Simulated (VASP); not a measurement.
Wanted: the native input for a VASP 6.6.1 run.

- Task: single point
- Functional: r2SCAN
- Potentials or basis: VASP PAW PBE potentials, release 64 (Nb_sv, Ru_pv)
- Cutoff: 520 eV
- k mesh: 6 × 6 × 6
- Occupations: fermi-dirac, width 0.1 eV
- Spin: no spin polarisation
- Dipole correction: no
- Further INCAR settings: ALGO = Normal; EDIFF = 1e-07; NBANDS = 36

The system is NbRu3.

```
Nb Ru
1.0
     3.88000    0.00000    0.00000
     0.00000    3.88000    0.00000
     0.00000    0.00000    3.88000
Nb Ru
1 3
Direct
  0.00000 0.00000 0.00000
  0.00000 0.50000 0.50000
  0.50000 0.00000 0.50000
  0.50000 0.50000 0.00000
```

The input as run:

POSCAR

```
NbRu3
1.0
    3.8800000000      0.0000000000      0.0000000000
    0.0000000000      3.8800000000      0.0000000000
    0.0000000000      0.0000000000      3.8800000000
Nb Ru
1 3
Direct
    0.0000000000      0.0000000000      0.0000000000
    0.0000000000      0.5000000000      0.5000000000
    0.5000000000      0.0000000000      0.5000000000
    0.5000000000      0.5000000000      0.0000000000
```

INCAR.step1

```
SYSTEM = NbRu3
ALGO = Normal
EDIFF = 1E-4
ENCUT = 520
GGA = PE
ISMEAR = -1
LASPH = .TRUE.
LCHARG = .FALSE.
LREAL = .FALSE.
LWAVE = .TRUE.
NBANDS = 36
NELM = 80
PREC = Accurate
SIGMA = 0.1
```

INCAR.step2

```
SYSTEM = NbRu3
ALGO = Normal
EDIFF = 1E-7
ENCUT = 520
ISIF = 2
ISMEAR = -1
ISTART = 1
LASPH = .TRUE.
LCHARG = .FALSE.
LMIXTAU = .TRUE.
LREAL = .FALSE.
LWAVE = .FALSE.
METAGGA = R2SCAN
NBANDS = 36
NELM = 80
PREC = Accurate
SIGMA = 0.1
```

KPOINTS

```
k-points
0
G
  6 6 6
  0 0 0
```

Potentials or basis: VASP PAW PBE potentials, release 64 (Nb_sv, Ru_pv).

Launch:

```bash
$ cat potpaw_PBE.64/Nb_sv/POTCAR potpaw_PBE.64/Ru_pv/POTCAR > POTCAR
$ cp INCAR.step1 INCAR
$ mpirun -np 1 vasp_std > vasp.out
$ cp INCAR.step2 INCAR
$ mpirun -np 1 vasp_std > vasp.out
```

Results of the run:

| Property | Result |
| --- | --- |
| Pressure | -0.8 GPa |

Caveat: the PAW data sets were made with another functional, which shifts forces and pressure a little.

Wall time 94 s on 1 thread of AMD EPYC 9R45 96-Core Processor (Zen 5) (shared host), peak memory 0.16 GiB.
